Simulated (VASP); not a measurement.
# LiNbO3 (R-3c) in VASP: notebook

LiNbO3 is run at these levels: PBE; tasks: single point, relaxation of cell and atoms.

All numbers are computed with VASP 6.6.1; they aren't measurements. Logs are shortened: lines on timing, memory, paths and dates and some standing lists are left out, and cuts for length are marked.

## 1. The cell of the first run

It takes space group R-3c (No. 167, trigonal). The conventional cell has a = 5.223 Å, b = 5.223 Å, c = 13.795 Å, α = 90.00°, β = 90.00°, γ = 120.00°. Within 2.6 Å of Li (site symmetry 32) lie 3 O at 1.99 Å. Within 2.6 Å of Nb (site symmetry -3) lie 6 O at 2.00 Å. Within 2.6 Å of O (site symmetry 2) lie 1 Li at 1.99 Å and 2 Nb at 2.00 Å.

## 2. Single point, PBE

Input file INCAR:

```
PREC = Accurate
ENCUT = 520
EDIFF = 1E-6
ISMEAR = 0
SIGMA = 0.02
LREAL = False
LASPH = True
NELM = 80
ALGO = Normal
ISIF = 2
LWAVE = False
LCHARG = True
GGA = PE
LELF = True
LVHAR = True
NBANDS = 45
```

Input file KPOINTS:

```
regular mesh
0
Gamma
  6 6 6
```

Input file POSCAR:

```
LiNbO3
1.0
    2.6115509660      1.5077796532      4.5984613576
   -2.6115509660      1.5077796532      4.5984613576
    0.0000000000     -3.0155593064      4.5984613576
Li Nb O
2 2 6
Direct
    0.2500000000      0.2500000000      0.2500000000
    0.7500000000      0.7500000000      0.7500000000
    0.0000000000      0.0000000000      0.0000000000
    0.5000000000      0.5000000000      0.5000000000
    0.1303293660      0.3696706340      0.7500000000
    0.7500000000      0.1303293660      0.3696706340
    0.3696706340      0.7500000000      0.1303293660
    0.8696706340      0.6303293660      0.2500000000
    0.2500000000      0.8696706340      0.6303293660
    0.6303293660      0.2500000000      0.8696706340
```

Potentials or basis: VASP PAW PBE potentials, release 64 (Li_sv, Nb_sv, O).

Run with:

```console
$ cat potpaw_PBE.64/Li_sv/POTCAR potpaw_PBE.64/Nb_sv/POTCAR potpaw_PBE.64/O/POTCAR > POTCAR
$ mpirun -np 1 vasp_std > vasp.out
```

OUTCAR:

```text
PREC = Accurate
   ENCUT = 520
   EDIFF = 1E-6
   ISMEAR = 0
   LREAL = False
   LASPH = True
   NELM = 80
   ISIF = 2
   GGA = PE

 ion  position               nearest neighbor table
   1  0.250  0.250  0.250-   9 1.99  10 1.99   8 1.99
   2  0.750  0.750  0.750-   6 1.99   7 1.99   5 1.99
   3  0.000  0.000  0.000-   5 2.00   8 2.00   6 2.00   9 2.00   7 2.00  10 2.00
   4  0.500  0.500  0.500-   5 2.00   8 2.00   7 2.00  10 2.00   9 2.00   6 2.00
   5  0.130  0.370  0.750-   2 1.99   3 2.00   4 2.00
   6  0.750  0.130  0.370-   2 1.99   3 2.00   4 2.00
   7  0.370  0.750  0.130-   2 1.99   4 2.00   3 2.00
   8  0.870  0.630  0.250-   1 1.99   3 2.00   4 2.00
   9  0.250  0.870  0.630-   1 1.99   3 2.00   4 2.00
  10  0.630  0.250  0.870-   1 1.99   4 2.00   3 2.00

  LATTYP: Found a trigonal (rhomboedric) cell.
 ALAT       =     5.4990403515
 COS(alpha) =     0.5489203922

  Lattice vectors:

 A1 = (   2.6115509660,   1.5077796532,   4.5984613576)
 A2 = (  -2.6115509660,   1.5077796532,   4.5984613576)
 A3 = (   0.0000000000,  -3.0155593064,   4.5984613576)

Analysis of symmetry for initial positions (statically):
=====================================================================
 Subroutine PRICEL returns:
 Original cell was already a primitive cell.

 Routine SETGRP: Setting up the symmetry group for a
 trigonal (rhombohedral) supercell.

 Subroutine GETGRP returns: Found 12 space group operations
 (whereof  6 operations were pure point group operations)
 out of a pool of 12 trial point group operations.

The static configuration has the point symmetry S_6 .
 The point group associated with its full space group is D_3d.

Analysis of symmetry for dynamics (positions and initial velocities):
=====================================================================
 Subroutine PRICEL returns:
 Original cell was already a primitive cell.

 Routine SETGRP: Setting up the symmetry group for a
 trigonal (rhombohedral) supercell.

 Subroutine GETGRP returns: Found 12 space group operations
 (whereof  6 operations were pure point group operations)
 out of a pool of 12 trial point group operations.

The dynamic configuration has the point symmetry S_6 .
 The point group associated with its full space group is D_3d.

 Subroutine INISYM returns: Found 12 space group operations
 (whereof  6 operations are pure point group operations),
 and found     1 'primitive' translations

----------------------------------------------------------------------------------------

                                     Primitive cell

  volume of cell :     108.6426

  direct lattice vectors                    reciprocal lattice vectors
     2.611550966  1.507779653  4.598461358     0.191457110  0.110537814  0.072488014
    -2.611550966  1.507779653  4.598461358    -0.191457110  0.110537814  0.072488014
     0.000000000 -3.015559306  4.598461358     0.000000000 -0.221075628  0.072488014

  length of vectors
     5.499040352  5.499040352  5.499040352     0.232656282  0.232656282  0.232656282

  position of ions in fractional coordinates (direct lattice)
     0.250000000  0.250000000  0.250000000
     0.750000000  0.750000000  0.750000000
     0.000000000  0.000000000  0.000000000
     0.500000000  0.500000000  0.500000000
     0.130329366  0.369670634  0.750000000
     0.750000000  0.130329366  0.369670634
     0.369670634  0.750000000  0.130329366
     0.869670634  0.630329366  0.250000000
     0.250000000  0.869670634  0.630329366
     0.630329366  0.250000000  0.869670634

  ion indices of the primitive-cell ions
   primitive index   ion index
                 1           1
                 2           2
                 3           3
                 4           4
                 5           5
                 6           6
                 7           7
                 8           8
                 9           9
                10          10

----------------------------------------------------------------------------------------

 KPOINTS: regular mesh

Automatic generation of k-mesh.
 Grid dimensions read from file:
 generate k-points for:    6    6    6

 Generating k-lattice:

  Cartesian coordinates                     Fractional coordinates (reciprocal lattice)
     0.031909518  0.018422969  0.012081336     0.166666667  0.000000000  0.000000000
    -0.031909518  0.018422969  0.012081336     0.000000000  0.166666667  0.000000000
     0.000000000 -0.036845938  0.012081336     0.000000000  0.000000000  0.166666667

  Length of vectors
     0.038776047  0.038776047  0.038776047

  Shift w.r.t. Gamma in fractional coordinates (k-lattice)
     0.000000000  0.000000000  0.000000000

 Subroutine IBZKPT returns following result:
 ===========================================

 Found     32 irreducible k-points:

 Following reciprocal coordinates:
            Coordinates               Weight
  0.000000  0.000000  0.000000      1.000000
  0.166667  0.000000 -0.000000      6.000000
  0.333333  0.000000 -0.000000      6.000000
  0.500000  0.000000 -0.000000      3.000000
  0.166667  0.166667 -0.000000      6.000000
  0.333333  0.166667 -0.000000     12.000000
[... 16 lines left out ...]
  0.500000  0.500000  0.166667      6.000000
 -0.333333  0.500000  0.166667     12.000000
 [... further k-points ...]
   k-points           NKPTS =     32   k-points in BZ     NKDIM =     32   number of bands    NBANDS=     45
   number of dos      NEDOS =    301   number of ions     NIONS =     10
   total plane-waves  NPLWV =  74088
   dimension x,y,z NGX =    42 NGY =   42 NGZ =   42
   dimension x,y,z NGXF=    84 NGYF=   84 NGZF=   84
   ions per type =               2   2   6
   NGX,Y,Z   is equivalent  to a cutoff of  12.70, 12.70, 12.70 a.u.
   NGXF,Y,Z  is equivalent  to a cutoff of  25.39, 25.39, 25.39 a.u.
 SYSTEM =  unknown system
   PREC   = accura    normal or accurate (medium, high low for compatibility)
   ISTART =      0    job   : 0-new  1-cont  2-samecut
   ICHARG =      2    charge: 1-file 2-atom 10-const
   ISPIN  =      1    spin polarized calculation?
   LNONCOLLINEAR =      F non collinear calculations
   LSORBIT =      F    spin-orbit coupling
   LASPH  =      T    aspherical Exc in radial PAW
   ENCUT  =  520.0 eV  38.22 Ry    6.18 a.u.  10.22 10.22 10.22*2*pi/ulx,y,z
   NELM   =     80;   NELMIN=  2; NELMDL= -5     # of ELM steps
   EDIFF  = 0.1E-05   stopping-criterion for ELM
   LREAL  =      F    real-space projection
   EDIFFG = 0.1E-04   stopping-criterion for IOM
   NSW    =      0    number of steps for IOM
   IBRION =     -1    ionic relax: 0-MD 1-quasi-New 2-CG
   NFREE  =      0    steps in history (QN), initial steepest desc. (CG)
   ISIF   =      2    stress and relaxation
   ISYM   =      2    0-nonsym 1-usesym 2-fastsym
   POTIM  = 0.5000    time-step for ionic-motion
   TEBEG  =    0.0;   TEEND  =   0.0 temperature during run
   PSTRESS=    0.0 pullay stress
   NELECT =      68.0000    total number of electrons
   NUPDOWN=      -1.0000    fix difference up-down
   EMIN   =  10.00;   EMAX   =-10.00  energy-range for DOS
   EFERMI =   0.00;   METHOD = LEGACY
   ISMEAR =     0;   SIGMA  =   0.02  broadening in eV -4-tet -1-fermi 0-gaus
   EFERMI_NEDOS =   21; number of points for ismear=-14 and -15
   IALGO  =     38    algorithm
   IMIX   =      4    mixing-type and parameters
     AMIX     =   0.40;   BMIX     =  1.00
     AMIX_MAG =   1.60;   BMIX_MAG =  1.00
  volume/ion in A,a.u.               =      10.86        73.32
  Fermi-wavevector in a.u.,A,eV,Ry     =   1.400375  2.646325 26.681714  1.961051
  Thomas-Fermi vector in A             =   2.523342
   LORBIT       =      0    0 simple, 1 ext, 2 COOP (PROOUT), +10 PAW based schemes
   GGA     = PE    functional components
   LHFCALC =     F    Hartree Fock is set to
   AEXX    =    0.0000 exact exchange contribution
   IVDW    =     0    specifies the selected vdW correction
   LEPSILON=     F    determine dielectric tensor
   LRPA    =     F    only Hartree local field effects (RPA)
 non-spin polarized calculation
 Gauss-broadening in eV      SIGMA  =   0.02
  energy-cutoff  :      520.00
  volume of cell :      108.64
 maximum number of plane-waves:      2952
 NGX is ok and might be reduce to    42
   NGX = 21   NGY = 21   NGZ = 21

 number of electron      68.0000002 magnetization

 Free energy of the ion-electron system (eV)
  ---------------------------------------------------
  ext. energy  EPLUGINS =         0.00000000
  ---------------------------------------------------
  free energy    TOTEN  =       -79.74622287 eV

  energy without entropy =      -79.74622287  energy(sigma->0) =      -79.74622287

 E-fermi :   3.6411     XC(G=0): -10.6873

 val. band max:        3.5446866611   @ k =  -0.1667   0.1667   0.0000
 cond. band min:       6.0345417585   @ k =   0.5000   0.5000   0.0000
 fundamental gap:      2.4898550975
 Fermi energy:         3.6410962138

 k-point     1 :       0.0000    0.0000    0.0000
  band No.  band energies     occupation
      1     -50.9951      2.00000
      2     -50.9811      2.00000
      3     -39.3905      2.00000
      4     -39.3888      2.00000
      5     -27.1991      2.00000
      6     -27.1991      2.00000
[... 37 lines left out ...]
     44      14.5493      0.00000
     45      14.6866      0.00000

 k-point     2 :       0.1667    0.0000   -0.0000
  band No.  band energies     occupation
      1     -50.9942      2.00000
      2     -50.9821      2.00000
      3     -39.3904      2.00000
      4     -39.3889      2.00000
      5     -27.1894      2.00000
      6     -27.1889      2.00000
[... 1048 lines left out ...]
 k-point    24 :      -0.3333    0.5000    0.1667
  band No.  band energies     occupation
      1     -50.9893      2.00000
      2     -50.9869      2.00000
      3     -39.3898      2.00000
      4     -39.3895      2.00000
      5     -27.2091      2.00000
      6     -27.2052      2.00000
[... 37 lines left out ...]
     44      13.2936      0.00000
     45      13.6128      0.00000

 [... further k-points ...]

------------------------ aborting loop because EDIFF is reached ----------------------------------------

  FORCE on cell =-STRESS in cart. coord.  units (eV):
  Direction    XX          YY          ZZ          XY          YZ          ZX
  --------------------------------------------------------------------------------------
  -------------------------------------------------------------------------------------
  Total       -0.2413103     -0.2413103     -0.2852455     -0.0000000     -0.0000000      0.0000000
  in kB       -3.5586581     -3.5586581     -4.2065810     -0.0000000     -0.0000000      0.0000000
  external PRESSURE =      -3.7746324 kB  Pullay stress =       0.0000000 kB

 VOLUME and BASIS-vectors are now :
 -----------------------------------------------------------------------------
  energy-cutoff  :      520.00
  volume of cell :      108.64
      direct lattice vectors                 reciprocal lattice vectors
     2.611550966  1.507779653  4.598461358     0.191457110  0.110537814  0.072488014
    -2.611550966  1.507779653  4.598461358    -0.191457110  0.110537814  0.072488014
     0.000000000 -3.015559306  4.598461358     0.000000000 -0.221075628  0.072488014

 POSITION                                       TOTAL-FORCE (eV/Angst)
 -----------------------------------------------------------------------------------
      0.00000      0.00000      3.44885         0.000000      0.000000      0.000000
      0.00000      0.00000     10.34654         0.000000     -0.000000      0.000000
      0.00000      0.00000      0.00000         0.000000      0.000000      0.000000
      0.00000      0.00000      6.89769        -0.000000     -0.000000      0.000000
     -0.62505     -1.50778      5.74808         0.020988      0.000000      0.000000
      1.61830      0.21258      5.74808        -0.010494      0.018176      0.000000
     -0.99325      1.29520      5.74808        -0.010494     -0.018176      0.000000
      0.62505      1.50778      8.04731        -0.020988     -0.000000     -0.000000
     -1.61830     -0.21258      8.04731         0.010494     -0.018176      0.000000
      0.99325     -1.29520      8.04731         0.010494      0.018176      0.000000
 -----------------------------------------------------------------------------------
    total drift:                                0.000000      0.000000      0.000000

  FREE ENERGIE OF THE ION-ELECTRON SYSTEM (eV)
  ---------------------------------------------------
  free  energy   TOTEN  =       -79.7462228687 eV

  energy  without entropy=      -79.7462228687  energy(sigma->0) =      -79.74622287
```

Wall time 3.2 min (1 thread of Intel Xeon 6975P-C (Granite Rapids), shared host); peak memory 0.31 GiB.

Results:

```yaml
Free_energy: -79.7462 eV
Largest_force: 0.021 eV/Å
Band_gap_on_the_k_mesh: 2.49 eV (least direct gap 2.61 eV)
```

Forces in eV/Å, atoms in the order of the input:
```
Li   0.000  0.000  0.000
Li   0.000  0.000  0.000
Nb   0.000  0.000  0.000
Nb   0.000  0.000  0.000
O    0.021  0.000  0.000
O   -0.010  0.018  0.000
O   -0.010 -0.018  0.000
O   -0.021  0.000  0.000
O    0.010 -0.018  0.000
O    0.010  0.018  0.000
```

Levels at points of the mesh, in eV from the valence-band top:
```tsv
k point	band 32	band 33	band 34	band 35	band 36	band 37
(0.00, 0.00, 0.00)	-0.20	-0.20	-0.07	2.54	2.54	2.71
(0.50, 0.00, 0.00)	-0.28	-0.23	-0.23	4.08	4.08	4.12
(0.50, 0.50, 0.00)	-0.42	-0.31	-0.26	2.49	3.57	3.92
(0.50, 0.50, 0.50)	-0.30	-0.30	-0.30	4.13	4.13	4.39
```

Caveat: the cutoff is under 1.25 times the usual one of these potentials, so pressure, stress and relaxed cells hold a basis-set (Pulay) error.

## 3. Relaxation of cell and atoms, PBE

This run uses another cell than the first one, of 11.19 Å³/atom.

Input file INCAR:

```
SYSTEM = LiNbO3
ALGO     = Normal         ! electronic algorithm
EDIFF    = 1E-6           ! SCF threshold, eV
EDIFFG   = -0.005         ! ionic threshold
ENCUT    = 600            ! plane-wave cutoff, eV
GGA      = PE             ! functional
IBRION   = 2              ! ionic algorithm
ISIF     = 3              ! what is computed and relaxed
ISMEAR   = 0              ! smearing method
LASPH    = .TRUE.         ! aspherical terms in the spheres
LCHARG   = .FALSE.        ! write CHGCAR
LREAL    = .FALSE.        ! projectors in reciprocal space
LWAVE    = .FALSE.        ! write WAVECAR
NELM     = 60             ! most SCF steps
NSW      = 100            ! ionic steps
PREC     = Accurate       ! precision mode
SIGMA    = 0.02           ! smearing width, eV
```

Input file KPOINTS:

```
k-points
0
G
  6 6 6
  0 0 0
```

Input file POSCAR:

```
LiNbO3
1.0
    2.6448997443      1.5270335794      4.6161700000
   -2.6448997443      1.5270335794      4.6161700000
    0.0000000000     -3.0540671587      4.6161700000
Li Nb O
2 2 6
Direct
    0.2500000000      0.2500000000      0.2500000000
    0.7500000000      0.7500000000      0.7500000000
    0.0000000000      0.0000000000      0.0000000000
    0.5000000000      0.5000000000      0.5000000000
    0.1435500000      0.3564500000      0.7500000000
    0.7500000000      0.1435500000      0.3564500000
    0.3564500000      0.7500000000      0.1435500000
    0.8564500000      0.6435500000      0.2500000000
    0.2500000000      0.8564500000      0.6435500000
    0.6435500000      0.2500000000      0.8564500000
```

Potentials or basis: VASP PAW PBE potentials, release 64 (Li_sv, Nb_sv, O).

Run with:

```console
$ cat potpaw_PBE.64/Li_sv/POTCAR potpaw_PBE.64/Nb_sv/POTCAR potpaw_PBE.64/O/POTCAR > POTCAR
$ mpirun -np 1 vasp_std > vasp.out
```

It took 23 min on 1 thread of Intel Xeon 6975P-C (Granite Rapids), shared host; peak memory 0.45 GiB.

Results (log left out):

* Free energy: -79.7714 eV
* Relaxed volume: 10.83 Å³/atom
* Relaxed cell: a = 5.491 Å, b = 5.491 Å, c = 5.491 Å, α = 56.75°, β = 56.75°, γ = 56.75°
* Space group after relaxing (to 0.1 Å): R-3c (No. 167)
* Energy gained by relaxing: 7.8 meV/atom
* Ionic steps: 16
* Pressure after relaxing: 0.0 GPa
* Band gap on the k mesh: 2.50 eV (least direct gap 2.62 eV)

Step by step:
| step | energy change (eV) | largest force (eV/Å) | pressure (GPa) | volume (Å³) |
| --- | --- | --- | --- | --- |
| 1 | 0.0000 | 0.2314 | -2.09 | 111.86 |
| 2 | -0.0236 | 0.3223 | 1.45 | 109.52 |
| 3 | -0.0236 | 0.3236 | 1.51 | 109.48 |
| 4 | -0.0446 | 0.2586 | 1.24 | 109.15 |
| 5 | -0.0761 | 0.0294 | 0.45 | 108.16 |
| 6 | -0.0763 | 0.0047 | 0.37 | 108.06 |
| 7 | -0.0774 | 0.0090 | -0.22 | 108.42 |
| 8 | -0.0774 | 0.0113 | -0.32 | 108.48 |
| 9 | -0.0779 | 0.0082 | -0.02 | 108.36 |
| 10 | -0.0779 | 0.0073 | -0.03 | 108.37 |
| 11 | -0.0779 | 0.0068 | -0.03 | 108.37 |
| 12 | -0.0779 | 0.0065 | -0.02 | 108.34 |
| 13 | -0.0779 | 0.0042 | 0.08 | 108.26 |
| 14 | -0.0779 | 0.0049 | 0.05 | 108.29 |
| 15 | -0.0779 | 0.0030 | 0.03 | 108.29 |
| 16 | -0.0779 | 0.0010 | -0.01 | 108.29 |

Final structure:
```
Li Nb O
1.0
     2.60953    1.50661    4.59069
    -2.60953    1.50661    4.59069
     0.00000   -3.01322    4.59069
Li Nb O
2 2 6
Cartesian
  0.0000 0.0000 3.4430
  0.0000 0.0000 10.3291
  0.0000 -3.0132 4.5907
  0.0000 0.0000 6.8860
  -0.6249 -1.5066 5.7384
  1.6172 0.2121 5.7384
  -0.9923 1.2945 5.7384
  0.6249 1.5066 8.0337
  -1.6172 -0.2121 8.0337
  0.9923 -1.2945 8.0337
```

Levels at points of the mesh, in eV from the valence-band top:
| k point | band 32 | band 33 | band 34 | band 35 | band 36 | band 37 |
| --- | --- | --- | --- | --- | --- | --- |
| (0.00, 0.00, 0.00) | -0.21 | -0.21 | -0.07 | 2.55 | 2.55 | 2.72 |
| (0.50, 0.00, 0.00) | -0.28 | -0.23 | -0.23 | 4.09 | 4.09 | 4.14 |
| (0.50, 0.50, 0.00) | -0.42 | -0.31 | -0.26 | 2.50 | 3.59 | 3.93 |
| (0.50, 0.50, 0.50) | -0.30 | -0.30 | -0.30 | 4.15 | 4.15 | 4.41 |

Caveat: the cutoff is under 1.25 times the usual one of these potentials, so pressure, stress and relaxed cells hold a basis-set (Pulay) error. A k mesh can miss the band edges.
